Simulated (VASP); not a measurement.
Al2Pt: single point with PBE

Al2Pt:

```
CELL_PARAMETERS angstrom
0.00000 2.91251 2.91251
2.91251 0.00000 2.91251
2.91251 2.91251 0.00000
ATOMIC_POSITIONS crystal
Al 0.25000 0.25000 0.25000
Al 0.75000 0.75000 0.75000
Pt 0.00000 0.00000 0.00000
```

This cell differs from its parent crystal: volume scaled by 0.94.

```
Program             : VASP 6.6.1
Task                : single point
Functional          : PBE
Potentials or basis : VASP PAW PBE potentials, release 64 (Al, Pt)
Cutoff              : 520 eV
k mesh              : 12 × 12 × 12
Occupations         : gaussian, width 0.1 eV
Spin                : no spin polarisation
```

| Property | Result |
| --- | --- |
| Pressure | 9.0 GPa |
| Band gap on the k mesh | zero (band 8 reaches 12.28 eV, above the bottom of band 9 at 6.74 eV) |

Levels at points of the mesh, in eV from the Fermi level:
| k point | band 6 | band 7 | band 8 | band 9 | band 10 | band 11 |
| --- | --- | --- | --- | --- | --- | --- |
| (0.00, 0.00, 0.00) | -3.91 | 3.27 | 3.83 | 3.83 | 3.83 | 5.63 |
| (0.50, 0.00, 0.00) | -3.67 | -3.67 | 0.99 | 0.99 | 3.83 | 5.31 |
| (0.50, 0.50, 0.00) | -3.58 | -3.37 | -1.72 | -1.72 | 3.42 | 3.42 |

Run time: 37 s on 1 thread of Intel(R) Xeon(R) Platinum 8488C (Sapphire Rapids), on a shared host, peak memory 0.21 GiB.

Caveat: spin-orbit coupling is left out, which moves the levels of the heavy elements.
